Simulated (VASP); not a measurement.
# Tc (Im-3m) in VASP: further runs

The runs below take Tc through single point, with PBE.

Program: VASP 6.6.1. These are calculated values, not measurements. Logs are shortened: lines on timing, memory, paths and dates and some standing lists are left out, and cuts for length are marked.

## Step 1: The cell of the first run

The structure is cubic, space group Im-3m (No. 229). The conventional cell has a = 3.057 Å, b = 3.057 Å, c = 3.057 Å, α = 90.00°, β = 90.00°, γ = 90.00°. Tc (site symmetry m-3m) has 14 Tc at 2.65 to 3.06 Å within 3.5 Å.

This isn't the form of Tc at room conditions, which is hcp.

## Step 2: Single point, PBE

The input, INCAR:

```
SYSTEM = Tc
PREC = Accurate ; ENCUT = 520
EDIFF = 1E-6 ; ISMEAR = 0
SIGMA = 0.05 ; LREAL = .FALSE.
LASPH = .TRUE. ; NELM = 100
ALGO = Normal ; ISIF = 2
LWAVE = .FALSE. ; LCHARG = .FALSE.
GGA = PE ; NBANDS = 12
```

The input, KPOINTS:

```
regular mesh
0
G
  10 10 10
  0 0 0
```

The input, POSCAR:

```
Tc
1.0
   -1.5286172307      1.5286172307      1.5286172307
    1.5286172307     -1.5286172307      1.5286172307
    1.5286172307      1.5286172307     -1.5286172307
Tc
1
Direct
    0.0000000000      0.0000000000      0.0000000000
```

Potentials or basis: VASP PAW PBE potentials, release 64 (Tc_pv).

Run with:

```bash
$ cat potpaw_PBE.64/Tc_pv/POTCAR > POTCAR
$ mpirun -np 1 vasp_std > vasp.out
```

OUTCAR:

```text
SYSTEM = Tc
   PREC = Accurate
   ENCUT = 520
   EDIFF = 1E-6
   ISMEAR = 0
   LREAL = .FALSE.
   LASPH = .TRUE.
   NELM = 100
   ISIF = 2
   GGA = PE

 ion  position               nearest neighbor table
   1  0.000  0.000  0.000-

  LATTYP: Found a body centered cubic cell.
 ALAT       =     3.0572344614

  Lattice vectors:

 A1 = (  -1.5286172307,   1.5286172307,   1.5286172307)
 A2 = (   1.5286172307,  -1.5286172307,   1.5286172307)
 A3 = (   1.5286172307,   1.5286172307,  -1.5286172307)

Analysis of symmetry for initial positions (statically):
=====================================================================
 Subroutine PRICEL returns:
 Original cell was already a primitive cell.

 Routine SETGRP: Setting up the symmetry group for a
 body centered cubic supercell.

 Subroutine GETGRP returns: Found 48 space group operations
 (whereof 48 operations were pure point group operations)
 out of a pool of 48 trial point group operations.

The static configuration has the point symmetry O_h .

Analysis of symmetry for dynamics (positions and initial velocities):
=====================================================================
 Subroutine PRICEL returns:
 Original cell was already a primitive cell.

 Routine SETGRP: Setting up the symmetry group for a
 body centered cubic supercell.

 Subroutine GETGRP returns: Found 48 space group operations
 (whereof 48 operations were pure point group operations)
 out of a pool of 48 trial point group operations.

The dynamic configuration has the point symmetry O_h .

 Subroutine INISYM returns: Found 48 space group operations
 (whereof 48 operations are pure point group operations),
 and found     1 'primitive' translations

----------------------------------------------------------------------------------------

                                     Primitive cell

  volume of cell :      14.2875

  direct lattice vectors                    reciprocal lattice vectors
    -1.528617231  1.528617231  1.528617231     0.000000000  0.327093003  0.327093003
     1.528617231 -1.528617231  1.528617231     0.327093003  0.000000000  0.327093003
     1.528617231  1.528617231 -1.528617231     0.327093003  0.327093003  0.000000000

  length of vectors
     2.647642709  2.647642709  2.647642709     0.462579361  0.462579361  0.462579361

  position of ions in fractional coordinates (direct lattice)
     0.000000000  0.000000000  0.000000000

  ion indices of the primitive-cell ions
   primitive index   ion index
                 1           1

----------------------------------------------------------------------------------------

 KPOINTS: regular mesh

Automatic generation of k-mesh.
 Grid dimensions read from file:
 generate k-points for:   10   10   10

 Generating k-lattice:

  Cartesian coordinates                     Fractional coordinates (reciprocal lattice)
     0.000000000  0.032709300  0.032709300     0.100000000  0.000000000  0.000000000
     0.032709300  0.000000000  0.032709300     0.000000000  0.100000000  0.000000000
     0.032709300  0.032709300  0.000000000     0.000000000  0.000000000  0.100000000

  Length of vectors
     0.046257936  0.046257936  0.046257936

  Shift w.r.t. Gamma in fractional coordinates (k-lattice)
     0.000000000  0.000000000  0.000000000

 Subroutine IBZKPT returns following result:
 ===========================================

 Found     47 irreducible k-points:

 Following reciprocal coordinates:
            Coordinates               Weight
  0.000000  0.000000  0.000000      1.000000
  0.100000  0.000000  0.000000     12.000000
  0.200000  0.000000  0.000000     12.000000
  0.300000  0.000000  0.000000     12.000000
  0.400000  0.000000  0.000000     12.000000
  0.500000  0.000000  0.000000      6.000000
[... 16 lines left out ...]
  0.300000  0.300000  0.100000      8.000000
 -0.300000  0.300000  0.100000     24.000000
 [... further k-points ...]
   k-points           NKPTS =     47   k-points in BZ     NKDIM =     47   number of bands    NBANDS=     12
   number of dos      NEDOS =    301   number of ions     NIONS =      1
   total plane-waves  NPLWV =   8000
   dimension x,y,z NGX =    20 NGY =   20 NGZ =   20
   dimension x,y,z NGXF=    40 NGYF=   40 NGZF=   40
   ions per type =               1
   NGX,Y,Z   is equivalent  to a cutoff of  12.56, 12.56, 12.56 a.u.
   NGXF,Y,Z  is equivalent  to a cutoff of  25.12, 25.12, 25.12 a.u.
 SYSTEM =  Tc
   PREC   = accura    normal or accurate (medium, high low for compatibility)
   ISTART =      0    job   : 0-new  1-cont  2-samecut
   ICHARG =      2    charge: 1-file 2-atom 10-const
   ISPIN  =      1    spin polarized calculation?
   LNONCOLLINEAR =      F non collinear calculations
   LSORBIT =      F    spin-orbit coupling
   LASPH  =      T    aspherical Exc in radial PAW
   ENCUT  =  520.0 eV  38.22 Ry    6.18 a.u.   4.92  4.92  4.92*2*pi/ulx,y,z
   NELM   =    100;   NELMIN=  2; NELMDL= -5     # of ELM steps
   EDIFF  = 0.1E-05   stopping-criterion for ELM
   LREAL  =      F    real-space projection
   EDIFFG = 0.1E-04   stopping-criterion for IOM
   NSW    =      0    number of steps for IOM
   IBRION =     -1    ionic relax: 0-MD 1-quasi-New 2-CG
   NFREE  =      0    steps in history (QN), initial steepest desc. (CG)
   ISIF   =      2    stress and relaxation
   ISYM   =      2    0-nonsym 1-usesym 2-fastsym
   POTIM  = 0.5000    time-step for ionic-motion
   TEBEG  =    0.0;   TEEND  =   0.0 temperature during run
   PSTRESS=    0.0 pullay stress
   NELECT =      13.0000    total number of electrons
   NUPDOWN=      -1.0000    fix difference up-down
   EMIN   =  10.00;   EMAX   =-10.00  energy-range for DOS
   EFERMI =   0.00;   METHOD = LEGACY
   ISMEAR =     0;   SIGMA  =   0.05  broadening in eV -4-tet -1-fermi 0-gaus
   EFERMI_NEDOS =   21; number of points for ismear=-14 and -15
   IALGO  =     38    algorithm
   IMIX   =      4    mixing-type and parameters
     AMIX     =   0.40;   BMIX     =  1.00
     AMIX_MAG =   1.60;   BMIX_MAG =  1.00
  volume/ion in A,a.u.               =      14.29        96.42
  Fermi-wavevector in a.u.,A,eV,Ry     =   1.586368  2.997800 34.239913  2.516563
  Thomas-Fermi vector in A             =   2.685690
   LORBIT       =      0    0 simple, 1 ext, 2 COOP (PROOUT), +10 PAW based schemes
   GGA     = PE    functional components
   LHFCALC =     F    Hartree Fock is set to
   AEXX    =    0.0000 exact exchange contribution
   IVDW    =     0    specifies the selected vdW correction
   LEPSILON=     F    determine dielectric tensor
   LRPA    =     F    only Hartree local field effects (RPA)
 non-spin polarized calculation
 Gauss-broadening in eV      SIGMA  =   0.05
  energy-cutoff  :      520.00
  volume of cell :       14.29
 maximum number of plane-waves:       397
   NGX =  9   NGY =  9   NGZ =  9

 number of electron      13.0000005 magnetization

 Free energy of the ion-electron system (eV)
  ---------------------------------------------------
  ext. energy  EPLUGINS =         0.00000000
  ---------------------------------------------------
  free energy    TOTEN  =       -10.08720764 eV

  energy without entropy =      -10.08410920  energy(sigma->0) =      -10.08565842

 E-fermi :  13.2908     XC(G=0): -13.8185

 val. band max:       13.2886898442   @ k =   0.2000   0.0000   0.0000
 cond. band min:      13.2970073050   @ k =  -0.3000   0.5000   0.1000
 fundamental gap:      0.0083174608
 Fermi energy:        13.2907832862

 k-point     1 :       0.0000    0.0000    0.0000
  band No.  band energies     occupation
      1     -25.5297      2.00000
      2     -25.5297      2.00000
      3     -25.5297      2.00000
      4       5.3534      2.00000
      5      10.8867      2.00000
      6      10.8867      2.00000
      7      10.8867      2.00000
      8      13.8589      0.00000
      9      13.8589      0.00000
     10      29.1584      0.00000
     11      29.1584      0.00000
     12      29.1584      0.00000

 k-point     2 :       0.1000    0.0000    0.0000
  band No.  band energies     occupation
      1     -25.6603      2.00000
      2     -25.5704      2.00000
      3     -25.5304      2.00000
      4       5.7973      2.00000
      5      10.6605      2.00000
      6      10.8531      2.00000
      7      11.2955      2.00000
      8      13.5718      0.00000
      9      13.8715      0.00000
     10      29.4232      0.00000
     11      29.8138      0.00000
     12      29.8912      0.00000

 k-point     3 :       0.2000    0.0000    0.0000
  band No.  band energies     occupation
      1     -25.9938      2.00000
      2     -25.6759      2.00000
      3     -25.5325      2.00000
      4       6.8654      2.00000
      5      10.1160      2.00000
      6      10.7462      2.00000
      7      12.4606      2.00000
      8      13.2887      1.04722
      9      13.9426      0.00000
     10      29.4351      0.00000
     11      30.3587      0.00000
     12      31.9164      0.00000
[... 286 lines left out ...]
 k-point    23 :       0.3000    0.3000    0.1000
  band No.  band energies     occupation
      1     -26.3499      2.00000
      2     -26.3499      2.00000
      3     -25.8075      2.00000
      4       8.6955      2.00000
      5      10.2167      2.00000
      6      10.2167      2.00000
      7      14.4212      0.00000
      8      14.4212      0.00000
      9      23.1966      0.00000
     10      23.4244      0.00000
     11      23.4244      0.00000
     12      28.3364      0.00000

 k-point    24 :      -0.3000    0.3000    0.1000
  band No.  band energies     occupation
      1     -26.3724      2.00000
      2     -25.8493      2.00000
      3     -25.6313      2.00000
      4       7.8989      2.00000
      5       9.9316      2.00000
      6      10.8352      2.00000
      7      12.8244      2.00000
      8      14.0494      0.00000
      9      14.8799      0.00000
     10      28.1149      0.00000
     11      29.3623      0.00000
     12      33.8352      0.00000

 [... further k-points ...]
[... 5 lines left out ...]
  --------------------------------------------------------------------------------------
  -------------------------------------------------------------------------------------
  Total        0.5629533      0.5629533      0.5629533     -0.0000000      0.0000000      0.0000000
  in kB       63.1286832     63.1286832     63.1286832     -0.0000000      0.0000000      0.0000000
  external PRESSURE =      63.1286832 kB  Pullay stress =       0.0000000 kB

 VOLUME and BASIS-vectors are now :
 -----------------------------------------------------------------------------
  energy-cutoff  :      520.00
  volume of cell :       14.29
      direct lattice vectors                 reciprocal lattice vectors
    -1.528617231  1.528617231  1.528617231     0.000000000  0.327093003  0.327093003
     1.528617231 -1.528617231  1.528617231     0.327093003  0.000000000  0.327093003
     1.528617231  1.528617231 -1.528617231     0.327093003  0.327093003  0.000000000

 POSITION                                       TOTAL-FORCE (eV/Angst)
 -----------------------------------------------------------------------------------
      0.00000      0.00000      0.00000        -0.000000      0.000000     -0.000000
 -----------------------------------------------------------------------------------
    total drift:                                0.000000     -0.000000      0.000000

  FREE ENERGIE OF THE ION-ELECTRON SYSTEM (eV)
  ---------------------------------------------------
  free  energy   TOTEN  =       -10.0872076449 eV

  energy  without entropy=      -10.0841092003  energy(sigma->0) =      -10.08565842
```

Run time: 5.6 s. Hardware: 1 thread of Intel Xeon 8259CL, shared host; peak memory 0.13 GiB.

What came out:

- Free energy: -10.0872 eV
- Pressure: 6.3 GPa
- Band gap on the k mesh: zero (an odd number of electrons rules out a gap without spin polarisation)

Levels at points of the mesh, in eV from the Fermi level:
| k point | band 2 | band 3 | band 4 | band 5 | band 6 | band 7 | band 8 | band 9 | band 10 | band 11 |
| --- | --- | --- | --- | --- | --- | --- | --- | --- | --- | --- |
| (0.00, 0.00, 0.00) | -38.82 | -38.82 | -7.94 | -2.40 | -2.40 | -2.40 | 0.57 | 0.57 | 15.87 | 15.87 |
| (0.50, 0.00, 0.00) | -39.24 | -38.83 | -6.16 | -4.37 | 0.58 | 1.15 | 1.29 | 3.48 | 11.12 | 12.69 |
| (0.50, 0.50, 0.50) | -39.72 | -39.72 | -6.30 | -6.30 | 2.77 | 2.77 | 2.77 | 9.23 | 9.23 | 9.23 |

Caveat: the cell stands under pressure.

## Step 3: Single point, PBE (14.95 Å³/atom)

This run uses another cell than the first one, of 14.95 Å³/atom.

The input, INCAR:

```
PREC = Accurate
ENCUT = 520
EDIFF = 1E-6
ISMEAR = 0
SIGMA = 0.05
LREAL = False
LASPH = True
NELM = 80
ALGO = Normal
ISIF = 2
LWAVE = False
LCHARG = False
GGA = PE
NBANDS = 12
```

The input, KPOINTS:

```
regular mesh
0
Gamma
  10 10 10
```

The input, POSCAR:

```
Tc
1.0
   -1.5519859217      1.5519859217      1.5519859217
    1.5519859217     -1.5519859217      1.5519859217
    1.5519859217      1.5519859217     -1.5519859217
Tc
1
Direct
    0.0000000000      0.0000000000      0.0000000000
```

Potentials or basis: VASP PAW PBE potentials, release 64 (Tc_pv).

Run with:

```bash
$ cat potpaw_PBE.64/Tc_pv/POTCAR > POTCAR
$ mpirun -np 1 vasp_std > vasp.out
```

It took 5.7 s on 1 thread of Intel Xeon 8259CL, shared host; peak memory 0.13 GiB.

Results (log left out):

```
Free energy            : -10.0852 eV
Pressure               : -7.0 GPa
Band gap on the k mesh : zero (an odd number of electrons rules out a gap without spin polarisation)
```

Levels at points of the mesh, in eV from the Fermi level:
| k point | band 2 | band 3 | band 4 | band 5 | band 6 | band 7 | band 8 | band 9 | band 10 | band 11 |
| --- | --- | --- | --- | --- | --- | --- | --- | --- | --- | --- |
| (0.00, 0.00, 0.00) | -38.86 | -38.86 | -7.71 | -2.26 | -2.26 | -2.26 | 0.54 | 0.54 | 15.82 | 15.82 |
| (0.50, 0.00, 0.00) | -39.22 | -38.86 | -5.82 | -4.10 | 0.53 | 1.06 | 1.19 | 3.23 | 10.48 | 12.62 |
| (0.50, 0.50, 0.50) | -39.63 | -39.63 | -5.91 | -5.91 | 2.57 | 2.57 | 2.57 | 8.93 | 8.93 | 8.93 |

Caveat: the cell stands under tension.
